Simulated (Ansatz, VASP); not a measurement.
Si: VASP beside Ansatz

```
Si
1.0
     0.00000    2.78987    2.69510
     2.78987    0.00000    2.69510
     2.78987    2.78987    0.00000
Si
2
Direct
  0.00000 0.00000 0.00000
  0.25000 0.25000 0.25000
```

Change from the starting cell: strained cell.

Alike in both runs: functional PBE; k mesh 8 × 8 × 8; occupations gaussian, width 0.02 eV; no spin polarisation.

Ansatz relaxed the structure, and its values are those at the end. VASP's run is a single point on that final structure, the one shown.

```csv
,VASP,Ansatz
version,VASP 6.6.1,Ansatz 0.2.0
potentials or method,"VASP PAW PBE potentials, release 64 (Si), cutoff 500 eV","scalar-relativistic, plane waves, PAW"
valence electrons in the cell,8,8
```

Ansatz gave:

* gap on the k mesh at the Fermi level (eV): 0.33
* least direct gap on the mesh (eV): 2.30
* pressure (GPa): -2.1

**Question.** Which values does VASP return?

**Answer.** gap on the k mesh at the Fermi level (eV): 0.33; least direct gap on the mesh (eV): 2.31; pressure (GPa): -2.2.

Ansatz's warnings: stress scf threshold loose.
